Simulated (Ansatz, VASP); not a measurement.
Sb: VASP beside Ansatz

POSCAR

```
Sb
1.0
   -1.8587811731      1.8587811731      1.8587811731
    1.8587811731     -1.8587811731      1.8587811731
    1.8587811731      1.8587811731     -1.8587811731
Sb
1
Direct
    0.0000000000      0.0000000000      0.0000000000
```

INCAR.step1

```
SYSTEM = Sb
  PREC = Accurate
  ENCUT = 520
  ISMEAR = -1
  SIGMA = 0.05
  LREAL = .FALSE.
  LASPH = .TRUE.
  NELM = 100
  NBANDS = 8
  GGA = PE
  ALGO = Normal
  EDIFF = 1E-4
  LWAVE = .TRUE.
  LCHARG = .FALSE.
```

INCAR.step2

```
SYSTEM = Sb
  PREC = Accurate
  ENCUT = 520
  EDIFF = 1E-7
  ISMEAR = -1
  SIGMA = 0.05
  LREAL = .FALSE.
  LASPH = .TRUE.
  NELM = 100
  ALGO = Normal
  ISIF = 2
  LWAVE = .FALSE.
  LCHARG = .FALSE.
  METAGGA = R2SCAN
  LMIXTAU = .TRUE.
  NBANDS = 8
  ISTART = 1
```

File KPOINTS:

```
regular mesh
0
G
  10 10 10
  0 0 0
```

input.yaml

```yaml
crystal:
  lattice:
    - [-1.8587811731, 1.8587811731, 1.8587811731]
    - [1.8587811731, -1.8587811731, 1.8587811731]
    - [1.8587811731, 1.8587811731, -1.8587811731]
  atoms:
    - { symbol: Sb, position: [0.0, 0.0, 0.0] }
hamiltonian:
  xc: r2scan
  pseudopotentials: { kind: paw }
kpoints:
  mp_grid: { grid: [10, 10, 10] }
scf:
  occupations: { method: fermi_dirac, width: 0.05 }
output:
  forces: true
  stress: true
  eigenvalues: true
  write_density: true
  write_potential: true
  elf: true
  volumetric_format: npy
```

Alike in both runs: task single point; functional r2SCAN; k mesh 10 × 10 × 10; occupations fermi-dirac, width 0.05 eV; no spin polarisation.

|  | VASP | Ansatz |
| --- | --- | --- |
| version | VASP 6.6.1 | Ansatz 0.2.0 |
| potentials or method | VASP PAW PBE potentials, release 64 (Sb) | Ansatz PAW |
| plane-wave cutoff (eV) | 520 | 500 |
| valence electrons in the cell | 5 | 15 |

Ansatz gave:

- gap on the k mesh at the Fermi level (eV): none
- pressure (GPa): 4.0

Q: Which values does VASP return?

A: gap on the k mesh at the Fermi level (eV): none; pressure (GPa): 3.9.

VASP's potentials were made for PBE, not for r2SCAN. A gap of «none» marks a metal or a gap that the smearing closes. The functional is the same, so the differences come from potentials, cutoffs and numerics. VASP's potentials hold 5 valence electrons a cell and Ansatz's 15, so a difference there can come from the potentials and not from the codes.

Spin-orbit coupling is off throughout.
